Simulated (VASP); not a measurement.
Crystal: MgF2.

```
Mg F
1.0
     4.44997    0.00000    0.00000
     0.00000    4.45015    0.00000
     0.00000    0.00000    2.93283
Mg F
2 4
Direct
  0.50000 0.50000 0.50000
  0.00000 0.00000 0.00000
  0.80108 0.19880 0.50000
  0.19892 0.80120 0.50000
  0.30108 0.30120 0.00000
  0.69892 0.69880 0.00000
```

This cell differs from its parent crystal: strain -3.7%.

Base run:

```yaml
Program: VASP 6.6.1
Functional: r2SCAN
Potentials_or_basis: VASP PAW PBE potentials, release 64 (Mg, F)
Cutoff: 660 eV
k_mesh: 6 × 6 × 8
Occupations: gaussian, width 0.01 eV
Spin: no spin polarisation
```

Its results: band gap on the k mesh 8.88 eV; pressure 13.8 GPa; largest force 0.011 eV/Å.

**Question.** The run is repeated on the same cell with these changes: functional from r2SCAN to HSE06; cutoff from 660 eV to 520 eV; k mesh from 6 × 6 × 8 to 4 × 4 × 6. What comes out?

**Answer.** Band gap on the k mesh 10.28 eV; pressure 16.4 GPa; largest force 0.016 eV/Å.

Several settings changed at once.

Caveats: the cell stands under pressure; the PAW data sets were made with another functional, which shifts forces and pressure a little.

A k mesh can miss the band edges.
